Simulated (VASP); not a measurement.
# C (Fm-3m) in VASP: a series of runs, part 2 of 2

VASP 6.6.1. The steps go on from the part before.

**3. Single point, r2SCAN**

This run uses another cell than the first one, of 6.68 Å³/atom.

File POSCAR:

```
C
1.0
    0.0000000000      1.4945965988      1.4945965988
    1.4945965988      0.0000000000      1.4945965988
    1.4945965988      1.4945965988      0.0000000000
C
1
Direct
    0.0000000000      0.0000000000      0.0000000000
```

File INCAR.step1:

```
SYSTEM = C
PREC     = Accurate       ! precision mode
ENCUT    = 660            ! plane-wave cutoff, eV
ISMEAR   = -1             ! smearing method
SIGMA    = 0.05           ! smearing width, eV
LREAL    = .False.        ! projectors in reciprocal space
LASPH    = .True.         ! aspherical terms in the spheres
NELM     = 120            ! most SCF steps
NBANDS   = 8              ! bands
GGA      = PE             ! functional
ALGO     = Normal         ! electronic algorithm
EDIFF    = 1E-5           ! SCF threshold, eV
LWAVE    = .True.         ! write WAVECAR
LCHARG   = .False.        ! write CHGCAR
GGA_COMPAT= .False.
```

File INCAR.step2:

```
SYSTEM = C
PREC     = Accurate       ! precision mode
ENCUT    = 660            ! plane-wave cutoff, eV
EDIFF    = 1E-6           ! SCF threshold, eV
ISMEAR   = -1             ! smearing method
SIGMA    = 0.05           ! smearing width, eV
LREAL    = .False.        ! projectors in reciprocal space
LASPH    = .True.         ! aspherical terms in the spheres
NELM     = 120            ! most SCF steps
ALGO     = Normal         ! electronic algorithm
ISIF     = 2              ! what is computed and relaxed
LWAVE    = .False.        ! write WAVECAR
LCHARG   = .False.        ! write CHGCAR
METAGGA  = R2SCAN         ! meta-GGA
LMIXTAU  = .True.       
NBANDS   = 8              ! bands
ISTART   = 1            
GGA_COMPAT= .False.
```

File KPOINTS:

```
Automatic mesh
0
Gamma
  10 10 10
  0 0 0
```

Potentials or basis: VASP PAW PBE potentials, release 64 (C).

Command:

```console
$ cat potpaw_PBE.64/C/POTCAR > POTCAR
$ cp INCAR.step1 INCAR
$ mpirun -np 1 vasp_std > vasp.out
$ cp INCAR.step2 INCAR
$ mpirun -np 1 vasp_std > vasp.out
```

OUTCAR:

```text
SYSTEM = C
   PREC = Accurate
   ENCUT = 660
   EDIFF = 1E-6
   ISMEAR = -1
   LREAL = .False.
   LASPH = .True.
   NELM = 120
   ISIF = 2
   METAGGA = R2SCAN
   ISTART = 1

 ion  position               nearest neighbor table
   1  0.000  0.000  0.000-

  LATTYP: Found a face centered cubic cell.
 ALAT       =     2.9891931976

  Lattice vectors:

 A1 = (   0.0000000000,   1.4945965988,   1.4945965988)
 A2 = (   1.4945965988,   0.0000000000,   1.4945965988)
 A3 = (   1.4945965988,   1.4945965988,   0.0000000000)

Analysis of symmetry for initial positions (statically):
=====================================================================
 Subroutine PRICEL returns:
 Original cell was already a primitive cell.

 Routine SETGRP: Setting up the symmetry group for a
 face centered cubic supercell.

 Subroutine GETGRP returns: Found 48 space group operations
 (whereof 48 operations were pure point group operations)
 out of a pool of 48 trial point group operations.

The static configuration has the point symmetry O_h .

Analysis of symmetry for dynamics (positions and initial velocities):
=====================================================================
 Subroutine PRICEL returns:
 Original cell was already a primitive cell.

 Routine SETGRP: Setting up the symmetry group for a
 face centered cubic supercell.

 Subroutine GETGRP returns: Found 48 space group operations
 (whereof 48 operations were pure point group operations)
 out of a pool of 48 trial point group operations.

The dynamic configuration has the point symmetry O_h .

 Subroutine INISYM returns: Found 48 space group operations
 (whereof 48 operations are pure point group operations),
 and found     1 'primitive' translations

----------------------------------------------------------------------------------------

                                     Primitive cell

  volume of cell :       6.6773

  direct lattice vectors                    reciprocal lattice vectors
     0.000000000  1.494596599  1.494596599    -0.334538430  0.334538430  0.334538430
     1.494596599  0.000000000  1.494596599     0.334538430 -0.334538430  0.334538430
     1.494596599  1.494596599  0.000000000     0.334538430  0.334538430 -0.334538430

  length of vectors
     2.113678780  2.113678780  2.113678780     0.579437558  0.579437558  0.579437558

  position of ions in fractional coordinates (direct lattice)
     0.000000000  0.000000000  0.000000000

  ion indices of the primitive-cell ions
   primitive index   ion index
                 1           1

----------------------------------------------------------------------------------------

 KPOINTS: Automatic mesh

Automatic generation of k-mesh.
 Grid dimensions read from file:
 generate k-points for:   10   10   10

 Generating k-lattice:

  Cartesian coordinates                     Fractional coordinates (reciprocal lattice)
    -0.033453843  0.033453843  0.033453843     0.100000000  0.000000000  0.000000000
     0.033453843 -0.033453843  0.033453843     0.000000000  0.100000000  0.000000000
     0.033453843  0.033453843 -0.033453843     0.000000000  0.000000000  0.100000000

  Length of vectors
     0.057943756  0.057943756  0.057943756

  Shift w.r.t. Gamma in fractional coordinates (k-lattice)
     0.000000000  0.000000000  0.000000000

 Subroutine IBZKPT returns following result:
 ===========================================

 Found     47 irreducible k-points:

 Following reciprocal coordinates:
            Coordinates               Weight
  0.000000  0.000000  0.000000      1.000000
  0.100000  0.000000  0.000000      8.000000
  0.200000  0.000000  0.000000      8.000000
  0.300000  0.000000  0.000000      8.000000
  0.400000  0.000000  0.000000      8.000000
  0.500000  0.000000  0.000000      4.000000
[... 16 lines left out ...]
  0.300000  0.300000  0.000000      6.000000
  0.400000  0.300000  0.000000     24.000000
 [... further k-points ...]
   k-points           NKPTS =     47   k-points in BZ     NKDIM =     47   number of bands    NBANDS=      8
   number of dos      NEDOS =    301   number of ions     NIONS =      1
   total plane-waves  NPLWV =   5832
   dimension x,y,z NGX =    18 NGY =   18 NGZ =   18
   dimension x,y,z NGXF=    36 NGYF=   36 NGZF=   36
   ions per type =               1
   NGX,Y,Z   is equivalent  to a cutoff of  14.16, 14.16, 14.16 a.u.
   NGXF,Y,Z  is equivalent  to a cutoff of  28.31, 28.31, 28.31 a.u.
 SYSTEM =  C
   PREC   = accura    normal or accurate (medium, high low for compatibility)
   ISTART =      1    job   : 0-new  1-cont  2-samecut
   ICHARG =      0    charge: 1-file 2-atom 10-const
   ISPIN  =      1    spin polarized calculation?
   LNONCOLLINEAR =      F non collinear calculations
   LSORBIT =      F    spin-orbit coupling
   LASPH  =      T    aspherical Exc in radial PAW
   ENCUT  =  660.0 eV  48.51 Ry    6.96 a.u.   4.43  4.43  4.43*2*pi/ulx,y,z
   NELM   =    120;   NELMIN=  2; NELMDL=  0     # of ELM steps
   EDIFF  = 0.1E-05   stopping-criterion for ELM
   LREAL  =      F    real-space projection
   EDIFFG = 0.1E-04   stopping-criterion for IOM
   NSW    =      0    number of steps for IOM
   IBRION =     -1    ionic relax: 0-MD 1-quasi-New 2-CG
   NFREE  =      0    steps in history (QN), initial steepest desc. (CG)
   ISIF   =      2    stress and relaxation
   ISYM   =      2    0-nonsym 1-usesym 2-fastsym
   POTIM  = 0.5000    time-step for ionic-motion
   TEBEG  =    0.0;   TEEND  =   0.0 temperature during run
   PSTRESS=    0.0 pullay stress
   NELECT =       4.0000    total number of electrons
   NUPDOWN=      -1.0000    fix difference up-down
   EMIN   =  10.00;   EMAX   =-10.00  energy-range for DOS
   EFERMI =   0.00;   METHOD = LEGACY
   ISMEAR =    -1;   SIGMA  =   0.05  broadening in eV -4-tet -1-fermi 0-gaus
   EFERMI_NEDOS =   21; number of points for ismear=-14 and -15
   IALGO  =     38    algorithm
   IMIX   =      4    mixing-type and parameters
     AMIX     =   0.40;   BMIX     =  1.00
     AMIX_MAG =   1.60;   BMIX_MAG =  1.00
  volume/ion in A,a.u.               =       6.68        45.06
  Fermi-wavevector in a.u.,A,eV,Ry     =   1.380048  2.607912 25.912735  1.904532
  Thomas-Fermi vector in A             =   2.504961
   LORBIT       =      0    0 simple, 1 ext, 2 COOP (PROOUT), +10 PAW based schemes
   METAGGA = R2SCAN    functional components
   LHFCALC =     F    Hartree Fock is set to
   AEXX    =    0.0000 exact exchange contribution
   IVDW    =     0    specifies the selected vdW correction
   LEPSILON=     F    determine dielectric tensor
   LRPA    =     F    only Hartree local field effects (RPA)
 non-spin polarized calculation
  energy-cutoff  :      660.00
  volume of cell :        6.68
 maximum number of plane-waves:       271
 NGX is ok and might be reduce to    18
   NGX =  9   NGY =  9   NGZ =  9

 number of electron       4.0000000 magnetization

 Free energy of the ion-electron system (eV)
  ---------------------------------------------------
  ext. energy  EPLUGINS =         0.00000000
  ---------------------------------------------------
  free energy    TOTEN  =        -5.09014865 eV

  energy without entropy =       -5.08362628  energy(sigma->0) =       -5.08688746

 E-fermi :   8.9914     XC(G=0): -14.2257

 val. band max:        8.9137048362   @ k =  -0.3000   0.3000   0.1000
 cond. band min:       9.0263983476   @ k =   0.5000   0.3000   0.0000
 fundamental gap:      0.1126935114
 Fermi energy:         8.9914222728

 k-point     1 :       0.0000    0.0000    0.0000
  band No.  band energies     occupation
      1     -12.3118      2.00000
      2      18.3354      0.00000
      3      18.3354      0.00000
      4      18.3354      0.00000
      5      41.4917      0.00000
      6      41.4917      0.00000
      7      41.4917      0.00000
      8      44.7499      0.00000
[... 243 lines left out ...]
 k-point    24 :       0.4000    0.3000    0.0000
  band No.  band energies     occupation
      1      -4.8457      2.00000
      2       9.6087      0.00001
      3      11.5289      0.00000
      4      12.7629      0.00000
      5      27.9823      0.00000
      6      29.7029      0.00000
      7      49.3599      0.00000
      8      51.1540      0.00000

 [... further k-points ...]

------------------------ aborting loop because EDIFF is reached ----------------------------------------

  FORCE on cell =-STRESS in cart. coord.  units (eV):
  Direction    XX          YY          ZZ          XY          YZ          ZX
  --------------------------------------------------------------------------------------
  -------------------------------------------------------------------------------------
  Total        0.8215795      0.8215795      0.8215795      0.0000000      0.0000000      0.0000000
  in kB      197.1324935    197.1324935    197.1324935      0.0000000      0.0000000      0.0000000
  external PRESSURE =     197.1324935 kB  Pullay stress =       0.0000000 kB

 VOLUME and BASIS-vectors are now :
 -----------------------------------------------------------------------------
  energy-cutoff  :      660.00
  volume of cell :        6.68
      direct lattice vectors                 reciprocal lattice vectors
     0.000000000  1.494596599  1.494596599    -0.334538430  0.334538430  0.334538430
     1.494596599  0.000000000  1.494596599     0.334538430 -0.334538430  0.334538430
     1.494596599  1.494596599  0.000000000     0.334538430  0.334538430 -0.334538430

 POSITION                                       TOTAL-FORCE (eV/Angst)
 -----------------------------------------------------------------------------------
      0.00000      0.00000      0.00000        -0.000000      0.000000      0.000000
 -----------------------------------------------------------------------------------
    total drift:                                0.000000     -0.000000     -0.000000

  FREE ENERGIE OF THE ION-ELECTRON SYSTEM (eV)
  ---------------------------------------------------
  free  energy   TOTEN  =        -5.0901486507 eV

  energy  without entropy=       -5.0836262772  energy(sigma->0) =       -5.08688746
```

Wall time 14 s (1 thread of Intel Xeon Platinum 8259CL at 2.50GHz (Skylake/Cascade Lake), shared host); peak memory 0.11 GiB.

What came out:

```
Free energy            : -5.0901 eV
Pressure               : 19.7 GPa
Band gap on the k mesh : zero (bands 2 and 3 overlap by 12.71 eV)
```

Levels at points of the mesh, in eV from the Fermi level:
```csv
k point,band 1,band 2,band 3,band 4,band 5
"(0.00, 0.00, 0.00)",-21.30,9.34,9.34,9.34,32.50
"(0.50, 0.00, 0.00)",-10.60,-10.10,7.28,7.28,27.50
"(0.50, 0.50, 0.00)",-8.02,-5.96,2.49,2.49,16.37
```

Caveat: the k points lie up to 0.36 Å⁻¹ apart, too coarse for converged energies and pressures of a metal; the PAW data sets were made with another functional, which shifts forces and pressure a little.

**4. Single point, r2SCAN**

This run uses another cell than the first one, of 7.35 Å³/atom.

File POSCAR:

```
C
1.0
    0.0000000000      1.5432350979      1.5432350979
    1.5432350979      0.0000000000      1.5432350979
    1.5432350979      1.5432350979      0.0000000000
C
1
Direct
    0.0000000000      0.0000000000      0.0000000000
```

File INCAR.step1:

```
SYSTEM = C
ALGO = Normal ; EDIFF = 1E-5
ENCUT = 660 ; GGA = PE
GGA_COMPAT = .False. ; ISMEAR = -1
LASPH = .True. ; LCHARG = .False.
LREAL = .False. ; LWAVE = .True.
NBANDS = 8 ; NELM = 120
PREC = Accurate ; SIGMA = 0.05
```

File INCAR.step2:

```
SYSTEM = C
ALGO = Normal ; EDIFF = 1E-6
ENCUT = 660 ; GGA_COMPAT = .False.
ISIF = 2 ; ISMEAR = -1
ISTART = 1 ; LASPH = .True.
LCHARG = .True. ; LELF = .True.
LMIXTAU = .True. ; LREAL = .False.
LVHAR = .True. ; LWAVE = .False.
METAGGA = R2SCAN ; NBANDS = 8
NELM = 120 ; PREC = Accurate
SIGMA = 0.05
```

File KPOINTS:

```
k-points
0
Gamma
  10 10 10
  0 0 0
```

Command:

```console
$ cat potpaw_PBE.64/C/POTCAR > POTCAR
$ cp INCAR.step1 INCAR
$ mpirun -np 1 vasp_std > vasp.out
$ cp INCAR.step2 INCAR
$ mpirun -np 1 vasp_std > vasp.out
```

Wall time 16 s (1 thread of Intel Xeon Platinum 8259CL at 2.50GHz (Skylake/Cascade Lake), shared host); peak memory 0.11 GiB.

Results (log left out):

```yaml
Free_energy: -5.1293 eV
Pressure: -0.2 GPa
Band_gap_on_the_k_mesh: zero (bands 2 and 3 overlap by 11.75 eV)
```

Levels at points of the mesh, in eV from the Fermi level:
| k point | band 1 | band 2 | band 3 | band 4 | band 5 |
| --- | --- | --- | --- | --- | --- |
| (0.00, 0.00, 0.00) | -19.88 | 8.55 | 8.55 | 8.55 | 31.19 |
| (0.50, 0.00, 0.00) | -10.22 | -9.02 | 6.70 | 6.70 | 25.73 |
| (0.50, 0.50, 0.00) | -7.13 | -6.08 | 2.41 | 2.41 | 15.70 |

Caveat: the PAW data sets were made with another functional, which shifts forces and pressure a little.

**5. Summary**

```tsv
cell	gap on the mesh (eV)	pressure (GPa)
a = 2.145 Å, angles 60.0°, 1 atom	none	9.7
a = 2.114 Å, angles 60.0°, 1 atom	none	19.7
a = 2.182 Å, angles 60.0°, 1 atom	none	-0.2
```

Alike in all rows: task single point; level r2SCAN; potentials or basis VASP PAW PBE potentials, release 64 (C); no spin polarisation; k mesh 10 × 10 × 10; cutoff (eV) 660; smearing fermi-dirac 0.05 eV.

Caveats: some runs use coarse meshes; the PAW data sets were made with another functional, which shifts forces and pressure a little; the cell stands under pressure (at least some runs).

Absolute energies hang on the potentials; compare differences alone.
